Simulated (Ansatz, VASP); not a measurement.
## BN in VASP and in Ansatz

```
CELL_PARAMETERS angstrom
1.24430 0.71840 3.22701
-1.24430 0.71840 3.22701
0.00000 -1.43679 3.22701
ATOMIC_POSITIONS crystal
B 0.99974 0.99974 0.99974
N 0.33270 0.33270 0.33270
```

Alike in both runs: functional LDA; k mesh 12 × 12 × 12; occupations gaussian, width 0.02 eV; no spin polarisation.

Ansatz relaxed the structure, and its values are those at the end. VASP's run is a single point on that final structure, the one shown.

|  | VASP | Ansatz |
| --- | --- | --- |
| version | VASP 6.6.1 | Ansatz 0.2.0 |
| potentials or method | VASP PAW LDA potentials, release 64 (B, N), cutoff 520 eV | scalar-relativistic, plane waves, PAW |
| valence electrons in the cell | 8 | 8 |

|  | VASP | Ansatz | Ansatz less VASP |
| --- | --- | --- | --- |
| gap on the k mesh at the Fermi level (eV) | 4.02 | 4.04 | +0.017 |
| least direct gap on the mesh (eV) | 4.60 | 4.61 | +0.010 |
| pressure (GPa) | 0.5 | 0.0 | -0.47 |

LDA's correlation is that of Perdew and Zunger in VASP and of Perdew and Wang (1992) in Ansatz.
